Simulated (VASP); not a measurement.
Hf: single point with r2SCAN

Hf:

```
Hf
1.0
     3.23460    0.00000    0.00000
    -1.61730    2.80125    0.00000
     0.00000    0.00000   10.34116
Hf
4
Direct
  0.00000 0.00000 0.00000
  0.00000 0.00000 0.50000
  0.33333 0.66667 0.25000
  0.66667 0.33333 0.75000
```

```yaml
Program: VASP 6.6.1
Task: single point
Functional: r2SCAN
Potentials_or_basis: VASP PAW PBE potentials, release 64 (Hf_pv)
Cutoff: 520 eV
k_mesh: 13 × 13 × 4
Occupations: fermi-dirac, width 0.1 eV
Spin: no spin polarisation
```

The pressure is -4.7 GPa. The band gap on the k mesh is zero (bands 20 and 21 overlap by 1.81 eV).

Stress tensor (GPa, compression positive):
```
-4.71  0.00  0.00
 0.00 -4.71  0.00
 0.00  0.00 -4.53
```

Levels at points of the mesh, in eV from the Fermi level:
| k point | band 17 | band 18 | band 19 | band 20 | band 21 | band 22 | band 23 | band 24 |
| --- | --- | --- | --- | --- | --- | --- | --- | --- |
| (0.00, 0.00, 0.00) | 0.17 | 0.24 | 0.29 | 1.23 | 1.23 | 1.33 | 1.33 | 1.65 |
| (0.00, 0.00, 0.50) | -0.06 | -0.06 | 1.12 | 1.12 | 1.41 | 1.41 | 1.41 | 1.41 |

Run time: 5.6 min on 1 thread of Intel(R) Xeon(R) Platinum 8375C CPU @ 2.90GHz (Ice Lake), on a shared host, peak memory 0.29 GiB.

Caveat: the cell stands under tension; the PAW data sets were made with another functional, which shifts forces and pressure a little; spin-orbit coupling is left out, which moves the levels of the heavy elements.
